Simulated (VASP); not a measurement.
HF: single point with PBEsol

The system is HF.

```
CELL_PARAMETERS angstrom
0.00000 2.15839 2.37626
2.03701 0.00000 2.37626
2.03701 2.15839 0.00000
ATOMIC_POSITIONS crystal
H 0.00000 0.00000 0.00000
F 0.50000 0.50000 0.50000
```

This cell differs from its parent crystal: Cl replaced by F, lengths x 0.797, strained.

| Quantity | Value |
| --- | --- |
| Program | VASP 6.6.1 |
| Task | single point |
| Functional | PBEsol |
| Potentials or basis | VASP PAW PBE potentials, release 64 (H, F) |
| Cutoff | 520 eV |
| k mesh | 14 × 14 × 14 |
| Occupations | gaussian, width 0.02 eV |
| Spin | no spin polarisation |

The pressure is -24.3 GPa. The band gap on the k mesh is 0.57 eV, direct.

Stress tensor (GPa, compression positive):
```
-34.31   0.00   0.00
  0.00 -24.69   0.00
  0.00   0.00 -14.02
```

Levels at points of the mesh, in eV from the valence-band top:
```
           k point  band 2  band 3  band 4  band 5  band 6  band 7
(0.00, 0.00, 0.00)   -0.30   -0.11    0.00    0.57   17.34   23.19
(0.50, 0.00, 0.00)   -3.15   -0.31   -0.23    4.55   11.71   19.13
(0.50, 0.50, 0.00)   -1.71   -0.70   -0.43    2.01   13.12   17.96
(0.50, 0.00, 0.50)   -1.80   -1.04   -0.36    2.12   14.50   16.99
(0.00, 0.50, 0.50)   -1.82   -0.97   -0.54    2.17   15.46   16.22
```

It took 31 s on 1 thread of Intel(R) Xeon(R) Platinum 8375C CPU @ 2.90GHz (Ice Lake) (shared host), peak memory 0.2 GiB.

Caveat: the cell differs from its parent crystal (Cl replaced by F, lengths x 0.797, strained); the PAW data sets were made with another functional, which shifts forces and pressure a little. A k mesh can miss the band edges.
